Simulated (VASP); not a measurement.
# Y (P6_3/mmc) in VASP: a series of runs

Runs on Y. Level: PBE. Tasks: single point.

Everything below comes from runs of VASP 6.6.1. Logs are shortened: lines on timing, memory, paths and dates and some standing lists are left out, and cuts for length are marked.

## 1. The cell of the first run

The structure is hexagonal, space group P6_3/mmc (No. 194). Conventional cell: a = 3.654 Å, b = 3.654 Å, c = 5.699 Å, α = 90.00°, β = 90.00°, γ = 120.00°. Within 4.7 Å of Y (site symmetry -6m2) lie 12 Y at 3.55 to 3.65 Å.

## 2. Single point, PBE

INCAR reads:

```
SYSTEM = Y
ALGO     = Normal         ! electronic algorithm
EDIFF    = 1E-6           ! SCF threshold, eV
ENCUT    = 520            ! plane-wave cutoff, eV
GGA      = PE             ! functional
ISIF     = 2              ! what is computed and relaxed
ISMEAR   = 1              ! smearing method
LASPH    = .TRUE.         ! aspherical terms in the spheres
LCHARG   = .TRUE.         ! write CHGCAR
LELF     = .TRUE.         ! ELF
LREAL    = .FALSE.        ! projectors in reciprocal space
LVHAR    = .TRUE.       
LWAVE    = .FALSE.        ! write WAVECAR
NBANDS   = 18             ! bands
NELM     = 80             ! most SCF steps
PREC     = Accurate       ! precision mode
SIGMA    = 1.0            ! smearing width, eV
```

KPOINTS reads:

```
k-points
0
G
  10 10 6
  0 0 0
```

POSCAR reads:

```
Y
1.0
    3.6535431712      0.0000000000      0.0000000000
   -1.8267715856      3.1640612001      0.0000000000
    0.0000000000      0.0000000000      5.6988610241
Y
2
Direct
    0.3333333333      0.6666666667      0.2500000000
    0.6666666667      0.3333333333      0.7500000000
```

Potentials or basis: VASP PAW PBE potentials, release 64 (Y_sv).

Started as:

```sh
$ cat potpaw_PBE.64/Y_sv/POTCAR > POTCAR
$ mpirun -np 1 vasp_std > vasp.out
```

OUTCAR:

```text
SYSTEM = Y
   EDIFF = 1E-6
   ENCUT = 520
   GGA = PE
   ISIF = 2
   ISMEAR = 1
   LASPH = .TRUE.
   LREAL = .FALSE.
   NELM = 80
   PREC = Accurate

 ion  position               nearest neighbor table
   1  0.333  0.667  0.250-   2 3.55   2 3.55   2 3.55   2 3.55   2 3.55   2 3.55
   2  0.667  0.333  0.750-   1 3.55   1 3.55   1 3.55   1 3.55   1 3.55   1 3.55

  LATTYP: Found a hexagonal cell.
 ALAT       =     3.6535431712
 C/A-ratio  =     1.5598176228

  Lattice vectors:

 A1 = (   3.6535431712,   0.0000000000,   0.0000000000)
 A2 = (  -1.8267715856,   3.1640612001,   0.0000000000)
 A3 = (   0.0000000000,   0.0000000000,   5.6988610241)

Analysis of symmetry for initial positions (statically):
=====================================================================
 Subroutine PRICEL returns:
 Original cell was already a primitive cell.

 Routine SETGRP: Setting up the symmetry group for a
 hexagonal supercell.

 Subroutine GETGRP returns: Found 24 space group operations
 (whereof 12 operations were pure point group operations)
 out of a pool of 24 trial point group operations.

The static configuration has the point symmetry D_3d.
 The point group associated with its full space group is D_6h.

Analysis of symmetry for dynamics (positions and initial velocities):
=====================================================================
 Subroutine PRICEL returns:
 Original cell was already a primitive cell.

 Routine SETGRP: Setting up the symmetry group for a
 hexagonal supercell.

 Subroutine GETGRP returns: Found 24 space group operations
 (whereof 12 operations were pure point group operations)
 out of a pool of 24 trial point group operations.

The dynamic configuration has the point symmetry D_3d.
 The point group associated with its full space group is D_6h.

 Subroutine INISYM returns: Found 24 space group operations
 (whereof 12 operations are pure point group operations),
 and found     1 'primitive' translations

----------------------------------------------------------------------------------------

                                     Primitive cell

  volume of cell :      65.8790

  direct lattice vectors                    reciprocal lattice vectors
     3.653543171  0.000000000  0.000000000     0.273706907  0.158024756  0.000000000
    -1.826771586  3.164061200  0.000000000     0.000000000  0.316049513  0.000000000
     0.000000000  0.000000000  5.698861024     0.000000000  0.000000000  0.175473660

  length of vectors
     3.653543171  3.653543171  5.698861024     0.316049513  0.316049513  0.175473660

  position of ions in fractional coordinates (direct lattice)
     0.333333333  0.666666667  0.250000000
     0.666666667  0.333333333  0.750000000

  ion indices of the primitive-cell ions
   primitive index   ion index
                 1           1
                 2           2

----------------------------------------------------------------------------------------

 KPOINTS: k-points

Automatic generation of k-mesh.
 Grid dimensions read from file:
 generate k-points for:   10   10    6

 Generating k-lattice:

  Cartesian coordinates                     Fractional coordinates (reciprocal lattice)
     0.027370691  0.015802476  0.000000000     0.100000000  0.000000000  0.000000000
     0.000000000  0.031604951  0.000000000     0.000000000  0.100000000  0.000000000
     0.000000000  0.000000000  0.029245610     0.000000000  0.000000000  0.166666667

  Length of vectors
     0.031604951  0.031604951  0.029245610

  Shift w.r.t. Gamma in fractional coordinates (k-lattice)
     0.000000000  0.000000000  0.000000000

 Subroutine IBZKPT returns following result:
 ===========================================

 Found     56 irreducible k-points:

 Following reciprocal coordinates:
            Coordinates               Weight
  0.000000  0.000000  0.000000      1.000000
  0.100000  0.000000  0.000000      6.000000
  0.200000  0.000000  0.000000      6.000000
  0.300000 -0.000000  0.000000      6.000000
  0.400000 -0.000000  0.000000      6.000000
  0.500000  0.000000  0.000000      3.000000
[... 16 lines left out ...]
  0.300000  0.100000  0.166667     24.000000
  0.400000  0.100000  0.166667     24.000000
 [... further k-points ...]
   k-points           NKPTS =     56   k-points in BZ     NKDIM =     56   number of bands    NBANDS=     18
   number of dos      NEDOS =    301   number of ions     NIONS =      2
   total plane-waves  NPLWV =  32928
   dimension x,y,z NGX =    28 NGY =   28 NGZ =   42
   dimension x,y,z NGXF=    56 NGYF=   56 NGZF=   84
   ions per type =               2
   NGX,Y,Z   is equivalent  to a cutoff of  12.74, 12.74, 12.25 a.u.
   NGXF,Y,Z  is equivalent  to a cutoff of  25.48, 25.48, 24.50 a.u.
 SYSTEM =  Y
   PREC   = accura    normal or accurate (medium, high low for compatibility)
   ISTART =      0    job   : 0-new  1-cont  2-samecut
   ICHARG =      2    charge: 1-file 2-atom 10-const
   ISPIN  =      1    spin polarized calculation?
   LNONCOLLINEAR =      F non collinear calculations
   LSORBIT =      F    spin-orbit coupling
   LASPH  =      T    aspherical Exc in radial PAW
   ENCUT  =  520.0 eV  38.22 Ry    6.18 a.u.   6.79  6.79 10.60*2*pi/ulx,y,z
   NELM   =     80;   NELMIN=  2; NELMDL= -5     # of ELM steps
   EDIFF  = 0.1E-05   stopping-criterion for ELM
   LREAL  =      F    real-space projection
   EDIFFG = 0.1E-04   stopping-criterion for IOM
   NSW    =      0    number of steps for IOM
   IBRION =     -1    ionic relax: 0-MD 1-quasi-New 2-CG
   NFREE  =      0    steps in history (QN), initial steepest desc. (CG)
   ISIF   =      2    stress and relaxation
   ISYM   =      2    0-nonsym 1-usesym 2-fastsym
   POTIM  = 0.5000    time-step for ionic-motion
   TEBEG  =    0.0;   TEEND  =   0.0 temperature during run
   PSTRESS=    0.0 pullay stress
   NELECT =      22.0000    total number of electrons
   NUPDOWN=      -1.0000    fix difference up-down
   EMIN   =  10.00;   EMAX   =-10.00  energy-range for DOS
   EFERMI =   0.00;   METHOD = LEGACY
   ISMEAR =     1;   SIGMA  =   1.00  broadening in eV -4-tet -1-fermi 0-gaus
   EFERMI_NEDOS =   21; number of points for ismear=-14 and -15
   IALGO  =     38    algorithm
   IMIX   =      4    mixing-type and parameters
     AMIX     =   0.40;   BMIX     =  1.00
     AMIX_MAG =   1.60;   BMIX_MAG =  1.00
  volume/ion in A,a.u.               =      32.94       222.29
  Fermi-wavevector in a.u.,A,eV,Ry     =   1.135795  2.146342 17.551931  1.290031
  Thomas-Fermi vector in A             =   2.272500
   LORBIT       =      0    0 simple, 1 ext, 2 COOP (PROOUT), +10 PAW based schemes
   GGA     = PE    functional components
   LHFCALC =     F    Hartree Fock is set to
   AEXX    =    0.0000 exact exchange contribution
   IVDW    =     0    specifies the selected vdW correction
   LEPSILON=     F    determine dielectric tensor
   LRPA    =     F    only Hartree local field effects (RPA)
 non-spin polarized calculation
 Methfessel and Paxton  Order N= 1 SIGMA  =   1.00
  energy-cutoff  :      520.00
  volume of cell :       65.88
 maximum number of plane-waves:      1784
 NGX is ok and might be reduce to    28
   NGX = 13   NGY = 13   NGZ = 21

 number of electron      22.0000000 magnetization

 Free energy of the ion-electron system (eV)
  ---------------------------------------------------
  ext. energy  EPLUGINS =         0.00000000
  ---------------------------------------------------
  free energy    TOTEN  =       -12.92370105 eV

  energy without entropy =      -12.88218780  energy(sigma->0) =      -12.90986330

 E-fermi :   3.0113     XC(G=0):  -9.4172

 val. band max:        2.9841459545   @ k =   0.4000  -0.0000   0.1667
 cond. band min:       3.0256202192   @ k =   0.2000   0.0000   0.1667
 fundamental gap:      0.0414742647
 Fermi energy:         3.0112517441

 k-point     1 :       0.0000    0.0000    0.0000
  band No.  band energies     occupation
      1     -39.7259      2.00000
      2     -39.6520      2.00000
      3     -20.0095      2.00000
      4     -19.5232      2.00000
      5     -19.5232      2.00000
      6     -19.4322      2.00000
[... 10 lines left out ...]
     17       5.7234     -0.00085
     18       5.7234     -0.00085

 k-point     2 :       0.1000    0.0000    0.0000
  band No.  band energies     occupation
      1     -39.7211      2.00000
      2     -39.6504      2.00000
      3     -19.9920      2.00000
      4     -19.5576      2.00000
      5     -19.5351      2.00000
      6     -19.4684      2.00000
[... 10 lines left out ...]
     17       5.5216     -0.00221
     18       5.5310     -0.00212

 k-point     3 :       0.2000    0.0000    0.0000
  band No.  band energies     occupation
      1     -39.7081      2.00000
      2     -39.6466      2.00000
      3     -19.9430      2.00000
      4     -19.6480      2.00000
      5     -19.5648      2.00000
      6     -19.5602      2.00000
[... 10 lines left out ...]
     17       5.8917     -0.00036
     18       6.0481     -0.00015

 k-point     4 :       0.3000   -0.0000    0.0000
  band No.  band energies     occupation
      1     -39.6909      2.00000
      2     -39.6432      2.00000
      3     -19.8726      2.00000
      4     -19.7605      2.00000
      5     -19.6682      2.00000
      6     -19.5998      2.00000
[... 10 lines left out ...]
     17       6.5733     -0.00001
     18       6.8351     -0.00000

 k-point     5 :       0.4000   -0.0000    0.0000
  band No.  band energies     occupation
      1     -39.6749      2.00000
      2     -39.6424      2.00000
      3     -19.8517      2.00000
      4     -19.7989      2.00000
      5     -19.7518      2.00000
      6     -19.6271      2.00000
[... 10 lines left out ...]
     17       7.5189     -0.00000
     18       7.6995     -0.00000

 k-point     6 :       0.5000    0.0000    0.0000
  band No.  band energies     occupation
      1     -39.6675      2.00000
      2     -39.6433      2.00000
      3     -19.8864      2.00000
      4     -19.7830      2.00000
      5     -19.7608      2.00000
      6     -19.6373      2.00000
[... 10 lines left out ...]
     17       8.3154     -0.00000
     18       8.4589     -0.00000

 k-point     7 :       0.1000    0.1000    0.0000
  band No.  band energies     occupation
      1     -39.7122      2.00000
      2     -39.6477      2.00000
      3     -19.9588      2.00000
      4     -19.6111      2.00000
      5     -19.5768      2.00000
      6     -19.5144      2.00000
[... 10 lines left out ...]
     17       5.6322     -0.00133
     18       5.9628     -0.00024

 k-point     8 :       0.2000    0.1000    0.0000
  band No.  band energies     occupation
      1     -39.6970      2.00000
      2     -39.6442      2.00000
      3     -19.8987      2.00000
      4     -19.7037      2.00000
      5     -19.6545      2.00000
      6     -19.5695      2.00000
[... 10 lines left out ...]
     17       6.1254     -0.00010
     18       6.7111     -0.00000
[... 229 lines left out ...]
     17       7.4811     -0.00000
     18       7.5293     -0.00000

 k-point    20 :       0.5000    0.0000    0.1667
  band No.  band energies     occupation
      1     -39.6659      2.00000
      2     -39.6449      2.00000
      3     -19.9206      2.00000
      4     -19.8209      2.00000
      5     -19.7058      2.00000
      6     -19.6273      2.00000
[... 10 lines left out ...]
     17       8.0543     -0.00000
     18       8.2994     -0.00000

 k-point    21 :       0.1000    0.1000    0.1667
  band No.  band energies     occupation
      1     -39.7079      2.00000
      2     -39.6521      2.00000
      3     -19.9318      2.00000
      4     -19.5992      2.00000
      5     -19.5816      2.00000
      6     -19.5351      2.00000
[... 10 lines left out ...]
     17       5.8256     -0.00051
     18       6.1506     -0.00008

 k-point    22 :       0.2000    0.1000    0.1667
  band No.  band energies     occupation
      1     -39.6935      2.00000
      2     -39.6477      2.00000
      3     -19.8916      2.00000
      4     -19.6898      2.00000
      5     -19.6602      2.00000
      6     -19.5786      2.00000
[... 10 lines left out ...]
     17       6.2955     -0.00003
     18       6.7171     -0.00000

 k-point    23 :       0.3000    0.1000    0.1667
  band No.  band energies     occupation
      1     -39.6776      2.00000
      2     -39.6448      2.00000
      3     -19.8744      2.00000
      4     -19.7720      2.00000
      5     -19.7113      2.00000
      6     -19.6195      2.00000
[... 10 lines left out ...]
     17       7.2040     -0.00000
     18       7.4030     -0.00000

 k-point    24 :       0.4000    0.1000    0.1667
  band No.  band energies     occupation
      1     -39.6660      2.00000
      2     -39.6449      2.00000
      3     -19.9023      2.00000
      4     -19.8079      2.00000
      5     -19.7116      2.00000
      6     -19.6357      2.00000
[... 10 lines left out ...]
     17       7.7442     -0.00000
     18       7.9874     -0.00000

 [... further k-points ...]

------------------------ aborting loop because EDIFF is reached ----------------------------------------

  FORCE on cell =-STRESS in cart. coord.  units (eV):
  Direction    XX          YY          ZZ          XY          YZ          ZX
  --------------------------------------------------------------------------------------
  -------------------------------------------------------------------------------------
  Total       -0.1204355     -0.1204355      0.0878264      0.0000000     -0.0000000     -0.0000000
  in kB       -2.9289905     -2.9289905      2.1359384      0.0000000     -0.0000000     -0.0000000
  external PRESSURE =      -1.2406809 kB  Pullay stress =       0.0000000 kB

 VOLUME and BASIS-vectors are now :
 -----------------------------------------------------------------------------
  energy-cutoff  :      520.00
  volume of cell :       65.88
      direct lattice vectors                 reciprocal lattice vectors
     3.653543171  0.000000000  0.000000000     0.273706907  0.158024756  0.000000000
    -1.826771586  3.164061200  0.000000000     0.000000000  0.316049513  0.000000000
     0.000000000  0.000000000  5.698861024     0.000000000  0.000000000  0.175473660

 POSITION                                       TOTAL-FORCE (eV/Angst)
 -----------------------------------------------------------------------------------
     -0.00000      2.10937      1.42472        -0.000000      0.000000      0.000000
      1.82677      1.05469      4.27415         0.000000     -0.000000      0.000000
 -----------------------------------------------------------------------------------
    total drift:                               -0.000000      0.000000     -0.000000

  FREE ENERGIE OF THE ION-ELECTRON SYSTEM (eV)
  ---------------------------------------------------
  free  energy   TOTEN  =       -12.9237010455 eV

  energy  without entropy=      -12.8821878043  energy(sigma->0) =      -12.90986330
```

Run time: 2.1 min. Hardware: 1 thread of Intel Xeon 8259CL, shared host; peak memory 0.22 GiB.

What came out:

```
Free energy            : -12.9237 eV
Pressure               : -0.1 GPa
Band gap on the k mesh : zero (bands 11 and 12 overlap by 1.44 eV)
```

Stress tensor (GPa, compression positive):
```
-0.29  0.00  0.00
 0.00 -0.29  0.00
 0.00  0.00  0.21
```

Caveat: so wide a smearing shifts energies and pressures.

## 3. Single point, PBE

INCAR reads:

```
SYSTEM = Y
PREC     = Accurate       ! precision mode
ENCUT    = 520            ! plane-wave cutoff, eV
EDIFF    = 1E-6           ! SCF threshold, eV
ISMEAR   = 1              ! smearing method
SIGMA    = 0.01           ! smearing width, eV
LREAL    = .FALSE.        ! projectors in reciprocal space
LASPH    = .TRUE.         ! aspherical terms in the spheres
NELM     = 80             ! most SCF steps
ALGO     = Normal         ! electronic algorithm
ISIF     = 2              ! what is computed and relaxed
LWAVE    = .FALSE.        ! write WAVECAR
LCHARG   = .FALSE.        ! write CHGCAR
GGA      = PE             ! functional
NBANDS   = 18             ! bands
```

KPOINTS reads:

```
regular mesh
0
G
  10 10 6
  0 0 0
```

POSCAR is that of step 2.

Potentials or basis: VASP PAW PBE potentials, release 64 (Y_sv).

Started as:

```sh
$ cat potpaw_PBE.64/Y_sv/POTCAR > POTCAR
$ mpirun -np 1 vasp_std > vasp.out
```

Run time: 1.9 min. Hardware: 1 thread of Intel Xeon 8259CL, shared host; peak memory 0.22 GiB.

Results (log left out):

```yaml
Free_energy: -12.8724 eV
Pressure: -0.3 GPa
Band_gap_on_the_k_mesh: zero (bands 11 and 12 overlap by 1.45 eV)
```

Stress tensor (GPa, compression positive):
```
-0.07  0.00  0.00
 0.00 -0.07  0.00
 0.00  0.00 -0.72
```

Levels at points of the mesh, in eV from the Fermi level:
```
           k point  band 9  band 10  band 11  band 12  band 13  band 14
(0.00, 0.00, 0.00)   -4.66    -1.82     0.94     1.76     1.76     2.11
(0.50, 0.00, 0.00)   -1.65    -1.15    -0.78    -0.10     1.44     1.47
(0.00, 0.00, 0.50)   -3.21    -3.21     1.00     1.00     1.67     1.67
(0.50, 0.00, 0.50)   -1.62    -1.62     0.10     0.10     1.40     1.40
```

## 4. Single point, PBE

INCAR reads:

```
PREC = Accurate
ENCUT = 520
EDIFF = 1E-7
ISMEAR = 1
SIGMA = 0.6
LREAL = F
LASPH = T
NELM = 100
ALGO = Normal
ISIF = 2
LWAVE = F
LCHARG = F
GGA = PE
NBANDS = 18
```

KPOINTS reads:

```
Automatic mesh
0
Gamma
  10 10 6
```

POSCAR is that of step 3.

Started as:

```sh
$ cat potpaw_PBE.64/Y_sv/POTCAR > POTCAR
$ mpirun -np 1 vasp_std > vasp.out
```

It took 2 min on 1 thread of Intel Xeon 8259CL, shared host; peak memory 0.22 GiB.

It converged, with:

* Free energy: -12.8970 eV
* Pressure: -0.2 GPa
* Band gap on the k mesh: zero (bands 11 and 12 overlap by 1.44 eV)

Stress tensor (GPa, compression positive):
```
-0.27  0.00  0.00
 0.00 -0.27  0.00
 0.00  0.00  0.01
```

Levels at points of the mesh, in eV from the Fermi level:
| k point | band 9 | band 10 | band 11 | band 12 | band 13 | band 14 |
| --- | --- | --- | --- | --- | --- | --- |
| (0.00, 0.00, 0.00) | -4.68 | -1.84 | 0.92 | 1.75 | 1.75 | 2.09 |
| (0.50, 0.00, 0.00) | -1.67 | -1.17 | -0.80 | -0.12 | 1.42 | 1.45 |
| (0.00, 0.00, 0.50) | -3.23 | -3.23 | 0.97 | 0.97 | 1.66 | 1.66 |
| (0.50, 0.00, 0.50) | -1.64 | -1.64 | 0.08 | 0.08 | 1.38 | 1.38 |

Caveat: so wide a smearing shifts energies and pressures.

(Continued in part 2 of 2.)

The gap in the log of VASP goes by the Fermi energy; the results here count the filled bands.